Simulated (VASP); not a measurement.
TaVN2, 4 atoms in the cell. The structure is tetragonal, space group P4/mmm (No. 123). The conventional cell has a = 3.090 Å, b = 3.090 Å, c = 4.353 Å, α = 90.00°, β = 90.00°, γ = 90.00°. Within 2.9 Å of Ta (site symmetry 4/mmm) lie 6 N at 2.18 Å. Within 2.9 Å of V (site symmetry 4/mmm) lie 6 N at 2.18 Å. Within 2.9 Å of N (site symmetry 4/mmm) lie 2 V at 2.18 Å and 4 Ta at 2.18 Å. Within 2.9 Å of N (site symmetry 4/mmm) lie 2 Ta at 2.18 Å and 4 V at 2.18 Å. 

| Property | Result |
| --- | --- |
| Program | VASP 6.6.1 |
| Task | single point |
| Functional | LDA |
| Potentials or basis | VASP PAW LDA potentials, release 64 (Ta_pv, V_sv, N) |
| Cutoff | 600 eV |
| k mesh | 9 × 9 × 6 |
| Occupations | fermi-dirac, width 0.05 eV |
| Spin | collinear spin, ferromagnetic start |
| Starting moments | [0.0, 2.0, 0.0, 0.0] μB |
| Dipole correction | no |
| Further INCAR settings | ALGO = Normal; EDIFF = 1e-06; NBANDS = 29 |

Potentials or basis: VASP PAW LDA potentials, release 64 (Ta_pv, V_sv, N).

Run with:

```bash
$ cat potpaw_LDA.64/Ta_pv/POTCAR potpaw_LDA.64/V_sv/POTCAR potpaw_LDA.64/N/POTCAR > POTCAR
$ mpirun -np 1 vasp_std > vasp.out
```

Hardware: 1 thread of AMD EPYC 7R13 (shared host).

Q: How long does it take, and how much memory?

A: Wall time 8.6 min on 1 thread of AMD EPYC 7R13, with other jobs on the host, peak memory 0.24 GiB. Counts: scf iterations 25, k points 60.
